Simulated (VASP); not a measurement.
Wanted: the native input for a VASP 6.6.1 run.

* Task: single point
* Functional: PBE
* Potentials or basis: VASP PAW PBE potentials, release 64 (Re)
* Cutoff: 520 eV
* k mesh: 14 × 14 × 8
* Occupations: fermi-dirac, width 0.1 eV
* Spin: no spin polarisation
* Dipole correction: no
* Further INCAR settings: ALGO = Normal; EDIFF = 1e-07; NBANDS = 14

The structure of Re lies in POSCAR:

```
Re
1.0
    2.7768706464      0.0000000000      0.0000000000
   -1.3884353232      2.4048405228      0.0000000000
    0.0000000000      0.0000000000      4.4788142384
Re
2
Direct
    0.3333333333      0.6666666667      0.2500000000
    0.6666666667      0.3333333333      0.7500000000
```

The input as run:

INCAR

```
SYSTEM = Re
PREC = Accurate ; ENCUT = 520
EDIFF = 1E-7 ; ISMEAR = -1
SIGMA = 0.1 ; LREAL = .False.
LASPH = .True. ; NELM = 60
ALGO = Normal ; ISIF = 2
LWAVE = .False. ; LCHARG = .False.
GGA = PE ; NBANDS = 14
```

KPOINTS

```
Automatic mesh
0
Gamma
  14 14 8
  0 0 0
```

Potentials or basis: VASP PAW PBE potentials, release 64 (Re).

Command:

```sh
$ cat potpaw_PBE.64/Re/POTCAR > POTCAR
$ mpirun -np 1 vasp_std > vasp.out
```

Results of the run:

```yaml
Pressure: -0.4 GPa
Band_gap_on_the_k_mesh: zero (band 7 reaches 9.21 eV, above the bottom of band 8 at 6.01 eV)
```

Caveat: spin-orbit coupling is left out, which moves the levels of the heavy elements.

Run time: 57 s on 1 thread of AMD EPYC 7R13 Processor (Zen 3) (shared host), peak memory 0.15 GiB.
